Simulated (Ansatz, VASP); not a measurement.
# One calculation of B, two programs

The input INCAR:

```
ALGO     = Normal         # electronic algorithm
EDIFF    = 1E-7           # SCF threshold, eV
EDIFFG   = -0.01          # ionic threshold
ENCUT    = 600            # plane-wave cutoff, eV
GGA      = RP             # functional
IBRION   = 2              # ionic algorithm
ISIF     = 3              # what is computed and relaxed
ISMEAR   = -1             # smearing method
LASPH    = True           # aspherical terms in the spheres
LCHARG   = False          # write CHGCAR
LREAL    = False          # projectors in reciprocal space
LWAVE    = False          # write WAVECAR
NELM     = 100            # most SCF steps
NSW      = 80             # ionic steps
PREC     = Accurate       # precision mode
SIGMA    = 0.1            # smearing width, eV
```

KPOINTS

```
k-points
0
Gamma
  18 18 18
```

The input POSCAR:

```
B
1.0
   -1.1789190289      1.1789190289      1.1789190289
    1.1789190289     -1.1789190289      1.1789190289
    1.1789190289      1.1789190289     -1.1789190289
B
1
Direct
    0.0000000000      0.0000000000      0.0000000000
```

Input for Ansatz:

```yaml
crystal:
  lattice:
    - [-1.1789190289, 1.1789190289, 1.1789190289]
    - [1.1789190289, -1.1789190289, 1.1789190289]
    - [1.1789190289, 1.1789190289, -1.1789190289]
  atoms:
    - { symbol: B, position: [0.0, 0.0, 0.0] }
hamiltonian:
  xc: rpbe
  pseudopotentials:
    kind: paw
    azcp:
      B: "pseudopotentials/B.paw.azcp"
basis:
  ecutwfc: 420
  fft_grid_basis: typed
kpoints:
  mp_grid: { grid: [18, 18, 18], shift: [0, 0, 0] }
magnetization:
  spin_polarized: false
scf:
  occupations: { method: fermi_dirac, width: 0.1 }
relax:
  max_steps: 60
  f_tol: 0.01
  cell: {}
```

Alike in both runs: task relaxation of cell and atoms; functional RPBE; k mesh 18 × 18 × 18; occupations fermi-dirac, width 0.1 eV; no spin polarisation.

```csv
,VASP,Ansatz
version,VASP 6.6.1,Ansatz 0.2.0
potentials or method,"VASP PAW PBE potentials, release 64 (B), cutoff 600 eV","plane waves (420 eV) with PAW, scalar-relativistic"
valence electrons in the cell,3,3
```

Ansatz gave:

| Property | Result |
| --- | --- |
| relaxed volume (Å³/atom) | 6.26 |
| relaxed cell length with the largest relative difference (Å) | 2.010 |

Question: Which values does VASP return?

Answer: Relaxed volume (Å³/atom): 6.24; relaxed cell length with the largest relative difference (Å): 2.009.

VASP's potentials were made for PBE, not for RPBE.
